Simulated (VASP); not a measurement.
# Na2Ag: single point with PBE

The system is Na2Ag.

```
CELL_PARAMETERS angstrom
4.37398 0.00000 0.00000
-2.18699 3.78798 0.00000
0.00000 0.00000 3.83151
ATOMIC_POSITIONS crystal
Na 0.33330 0.66670 0.50000
Na 0.66660 0.33330 0.50000
Ag 0.00000 0.00000 0.00000
```

```
Program                : VASP 6.6.1
Task                   : single point
Functional             : PBE
Potentials or basis    : VASP PAW PBE potentials, release 64 (Na_pv, Ag)
Cutoff                 : 520 eV
k mesh                 : 9 × 9 × 9
Occupations            : fermi-dirac, width 0.1 eV
Spin                   : no spin polarisation
Dipole correction      : no
Further INCAR settings : ALGO = Normal; EDIFF = 1e-06; NBANDS = 20
```

The pressure is 4.9 GPa. The band gap on the k mesh is zero (an odd number of electrons rules out a gap without spin polarisation).

Stress tensor (GPa, compression positive):
```
 8.56  0.00  0.00
 0.00  8.57  0.00
 0.00  0.00 -2.33
```

Levels at points of the mesh, in eV from the Fermi level:
```tsv
k point	band 8	band 9	band 10	band 11	band 12	band 13	band 14	band 15	band 16	band 17
(0.00, 0.00, 0.00)	-4.74	-4.55	-4.55	-4.39	-4.39	4.15	4.15	4.73	6.41	6.46
```

It took 66 s on 1 thread of Intel(R) Xeon(R) Platinum 8488C (Sapphire Rapids) (shared host), peak memory 0.28 GiB.

Caveat: the stress differs along the axes, from -2 to 9 GPa.
